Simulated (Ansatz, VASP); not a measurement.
## SnTe: VASP beside Ansatz

```
CELL_PARAMETERS angstrom
0.00000 3.09337 3.15650
3.15650 0.00000 3.15650
3.15650 3.09337 0.00000
ATOMIC_POSITIONS crystal
Sn 0.00000 0.00000 0.00000
Te 0.50000 0.50000 0.50000
```

Change from the starting cell: strain -0.0200 x Voigt [0, 1, 0, 0, 0, 0], atoms carried along.

Alike in both runs: task single point; functional PBEsol; k mesh 10 × 10 × 10; occupations gaussian, width 0.03 eV; no spin polarisation.

```csv
,VASP,Ansatz
version,VASP 6.6.1,Ansatz 0.2.0
potentials or method,"VASP PAW PBE potentials, release 64 (Sn_d, Te), cutoff 520 eV","scalar-relativistic, plane waves, PAW"
valence electrons in the cell,20,30
```

Ansatz gave:

| Property | Result |
| --- | --- |
| gap on the k mesh at the Fermi level (eV) | 0.21 |
| least direct gap on the mesh (eV) | 0.21 |
| pressure (GPa) | 0.5 |
| traceless stress, the component that is largest in VASP (GPa) | 1.93 |

Task: Which values does VASP return?

Result: gap on the k mesh at the Fermi level (eV): 0.21; least direct gap on the mesh (eV): 0.21; pressure (GPa): 0.4; traceless stress, the component that is largest in VASP (GPa): 1.94.

VASP's potentials were made for PBE, not for PBEsol. VASP's potentials hold 20 valence electrons a cell and Ansatz's 30, so a difference there can come from the potentials and not from the codes.

Neither program's run includes spin-orbit coupling.
